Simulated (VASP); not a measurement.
Crystal: Mg2ZnO3.

```xyz
6
Lattice="3.0302 0.0000 0.0000 -1.5151 2.6242 0.0000 0.0000 0.0000 7.3955" Properties=species:S:1:pos:R:3 pbc="T T T"
Mg    0.0000    1.7495    4.9240
Mg    1.5151    0.8747    2.4715
Zn    0.0000    0.0000    0.0000
O     0.0000    1.7495    1.2755
O     1.5151    0.8747    6.1199
O     0.0000    0.0000    3.6977
```

| Property | Result |
| --- | --- |
| Program | VASP 6.6.1 |
| Task | relaxation of cell and atoms |
| Functional | r2SCAN |
| Potentials or basis | VASP PAW PBE potentials, release 64 (Mg, Zn, O) |
| Cutoff | 600 eV |
| k mesh | 12 × 12 × 4 |
| Occupations | fermi-dirac, width 0.02 eV |
| Spin | no spin polarisation |

At the start: pressure -6.7 GPa; volume 9.80 Å³/atom.

Where does the relaxation end?

Over 8 steps the energy falls by 9.0 meV/atom and the volume is 9.40 Å³/atom (-4.1 %); space group P-3m1 (No. 164, to 0.1 Å) before and after.

Step by step:
```tsv
step	energy change (eV)	largest force (eV/Å)	pressure (GPa)	volume (Å³)
1	0.0000	0.0284	-6.75	58.81
2	-0.0437	0.0788	3.44	55.36
3	-0.0541	0.0434	0.11	56.36
4	-0.0541	0.0415	-0.04	56.41
5	-0.0541	0.0154	-0.01	56.41
6	-0.0541	0.0177	-0.02	56.40
7	-0.0542	0.0054	-0.01	56.40
8	-0.0542	0.0015	-0.01	56.40
```

Final structure:
```xyz
6
Lattice="2.9871 0.0000 0.0000 -1.4936 2.5869 0.0000 0.0000 0.0000 7.2982" Properties=species:S:1:pos:R:3 pbc="T T T"
Mg    0.0000    1.7246    4.8570
Mg    1.4936    0.8623    2.4412
Zn    0.0000    0.0000    0.0000
O     0.0000    1.7246    1.2609
O     1.4936    0.8623    6.0374
O     0.0000    0.0000    3.6491
```

Caveat: the PAW data sets were made with another functional, which shifts forces and pressure a little.
